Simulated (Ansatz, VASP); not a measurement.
# Two plane-wave programs on Hf2Ge3Ru

```
Hf Ge Ru
1.0
     3.52168    0.00000    0.00000
     0.00000    3.52168    0.00000
     0.00000    0.00000    8.94416
Hf Ge Ru
2 3 1
Direct
  0.00000 0.50000 0.75295
  0.50000 0.00000 0.24705
  0.50000 0.50000 0.00000
  0.00000 0.50000 0.42278
  0.50000 0.00000 0.57722
  0.00000 0.00000 0.00000
```

Change from the starting cell: species swapped into the Hf2CuSb3 type (P-4m2, No. 115).

Alike in both runs: task single point; functional PBE; k mesh 6 × 6 × 2; occupations gaussian, width 0.1 eV; collinear spin.

```csv
,VASP,Ansatz
version,VASP 6.6.1,Ansatz 0.2.0
potentials or method,"VASP PAW PBE potentials, release 64 (Hf_pv, Ge_d, Ru_pv), cutoff 520 eV","scalar-relativistic, plane waves, PAW"
valence electrons in the cell,76,110
```

```tsv
	VASP	Ansatz	Ansatz less VASP
gap on the k mesh at the Fermi level (eV)	none	none	-
pressure (GPa)	-0.1	0.2	+0.30
traceless stress, the component that is largest in VASP (GPa)	-0.54	-0.33	+0.213
rms of the force components (eV/Å)	0.015	0.005	-0.0106
net moment per atom (μB)	0.00	0.00	0.000
```

Atom by atom the forces differ by 0.012 eV/Å (rms over components). A gap of «none» marks a metal or a gap that the smearing closes. VASP's potentials hold 76 valence electrons a cell and Ansatz's 110, so a difference there can come from the potentials and not from the codes. Ansatz's warnings: seeded moment not kept.

Neither program's run includes spin-orbit coupling.
